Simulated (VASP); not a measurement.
Wanted: the native input for a VASP 6.6.1 run.

```yaml
Task: single point
Functional: r2SCAN
Potentials_or_basis: VASP PAW PBE potentials, release 64 (Zr_sv)
Cutoff: 520 eV
k_mesh: 14 × 14 × 14
Occupations: fermi-dirac, width 0.1 eV
Spin: no spin polarisation
Dipole_correction: no
Further_INCAR_settings: ALGO = Normal; EDIFF = 1e-07; NBANDS = 12
```

The system is Zr.

```
Zr
1.0
    -1.83882    1.83882    1.83882
     1.83882   -1.83882    1.83882
     1.83882    1.83882   -1.83882
Zr
1
Cartesian
  0.0000 0.0000 0.0000
```

This isn't the form of Zr at room conditions, which is hcp.

One way to write it, as run:

POSCAR

```
Zr
1.0
   -1.8388187622      1.8388187622      1.8388187622
    1.8388187622     -1.8388187622      1.8388187622
    1.8388187622      1.8388187622     -1.8388187622
Zr
1
Direct
    0.0000000000      0.0000000000      0.0000000000
```

INCAR.step1

```
SYSTEM = Zr
ALGO     = Normal         ! electronic algorithm
EDIFF    = 1E-4           ! SCF threshold, eV
ENCUT    = 520            ! plane-wave cutoff, eV
GGA      = PE             ! functional
ISMEAR   = -1             ! smearing method
LASPH    = .True.         ! aspherical terms in the spheres
LCHARG   = .False.        ! write CHGCAR
LREAL    = .False.        ! projectors in reciprocal space
LWAVE    = .True.         ! write WAVECAR
NBANDS   = 12             ! bands
NELM     = 80             ! most SCF steps
PREC     = Accurate       ! precision mode
SIGMA    = 0.1            ! smearing width, eV
```

INCAR.step2

```
SYSTEM = Zr
ALGO     = Normal         ! electronic algorithm
EDIFF    = 1E-7           ! SCF threshold, eV
ENCUT    = 520            ! plane-wave cutoff, eV
ISIF     = 2              ! what is computed and relaxed
ISMEAR   = -1             ! smearing method
ISTART   = 1            
LASPH    = .True.         ! aspherical terms in the spheres
LCHARG   = .False.        ! write CHGCAR
LMIXTAU  = .True.       
LREAL    = .False.        ! projectors in reciprocal space
LWAVE    = .False.        ! write WAVECAR
METAGGA  = R2SCAN         ! meta-GGA
NBANDS   = 12             ! bands
NELM     = 80             ! most SCF steps
PREC     = Accurate       ! precision mode
SIGMA    = 0.1            ! smearing width, eV
```

KPOINTS

```
k-points
0
Gamma
  14 14 14
  0 0 0
```

Potentials or basis: VASP PAW PBE potentials, release 64 (Zr_sv).

Run with:

```console
$ cat potpaw_PBE.64/Zr_sv/POTCAR > POTCAR
$ cp INCAR.step1 INCAR
$ mpirun -np 1 vasp_std > vasp.out
$ cp INCAR.step2 INCAR
$ mpirun -np 1 vasp_std > vasp.out
```

Results of the run:

The pressure is -6.0 GPa and the band gap on the k mesh is zero (bands 6 and 7 overlap by 1.97 eV).

Caveat: the cell stands under tension; the PAW data sets were made with another functional, which shifts forces and pressure a little.

It took 110 s on 1 thread of Intel Xeon 8259CL, on a shared host, peak memory 0.16 GiB.
